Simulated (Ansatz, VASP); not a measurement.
# TaN: VASP beside Ansatz

```
Ta N
1.0
     0.00000    2.21132    2.21132
     2.21132    0.00000    2.21132
     2.21132    2.21132    0.00000
Ta N
1 1
Direct
  0.50000 0.50000 0.50000
  0.00000 0.00000 0.00000
```

Alike in both runs: task single point; functional PBE; k mesh 10 × 10 × 10; occupations gaussian, width 0.012 eV; no spin polarisation.

|  | VASP | Ansatz |
| --- | --- | --- |
| version | VASP 6.6.1 | Ansatz 0.2.0 |
| potentials or method | VASP PAW PBE potentials, release 64 (Ta_pv, N) | Ansatz PAW |
| plane-wave cutoff (eV) | 520 | 420 |
| valence electrons in the cell | 16 | 18 |

VASP gave:

* gap on the k mesh at the Fermi level (eV): none
* pressure (GPa): -0.6

Question: What did Ansatz give for the same quantities?

Answer: gap on the k mesh at the Fermi level (eV): none; pressure (GPa): -1.4.

A gap of «none» marks a metal or a gap that the smearing closes. VASP's potentials hold 16 valence electrons a cell and Ansatz's 18, so a difference there can come from the potentials and not from the codes.

Neither program's run includes spin-orbit coupling.
